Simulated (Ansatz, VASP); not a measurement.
## One calculation of AlGa3N4, two programs

```
CELL_PARAMETERS angstrom
5.14235 0.00000 0.00012
0.00000 3.16498 0.00000
-0.00359 0.00000 5.47849
ATOMIC_POSITIONS crystal
Al 0.00060 0.50000 0.66736
Ga 0.49912 0.50000 0.33492
Ga 0.49903 0.00000 0.83156
Ga 0.99986 0.00000 0.16618
N 0.08802 0.50000 0.36130
N 0.08600 0.00000 0.84758
N 0.58880 0.00000 0.18742
N 0.59958 0.50000 0.68850
```

Change from the starting cell: all N atoms moved +0.200 Å, as atom 5 towards its neighbour atom 8 (N) at 3.087 Å.

Alike in both runs: task single point; functional PBEsol; k mesh 6 × 8 × 6; occupations gaussian, width 0.05 eV; no spin polarisation.

|  | VASP | Ansatz |
| --- | --- | --- |
| version | VASP 6.6.1 | Ansatz 0.2.0 |
| potentials or method | VASP PAW PBE potentials, release 64 (Al, Ga_d, N), cutoff 520 eV | scalar-relativistic, plane waves, PAW |
| valence electrons in the cell | 62 | 62 |

|  | VASP | Ansatz | Ansatz less VASP |
| --- | --- | --- | --- |
| gap on the k mesh at the Fermi level (eV) | 2.16 | 2.14 | -0.016 |
| least direct gap on the mesh (eV) | 2.16 | 2.14 | -0.016 |
| pressure (GPa) | 3.9 | 4.2 | +0.21 |
| traceless stress, the component that is largest in VASP (GPa) | -9.98 | -10.15 | -0.175 |
| rms of the force components (eV/Å) | 1.489 | 1.496 | +0.0073 |

VASP's potentials were made for PBE, not for PBEsol. Atom by atom the forces differ by 0.022 eV/Å (rms over components). With one functional, cell and mesh, what is left measures potentials, basis and numerics.
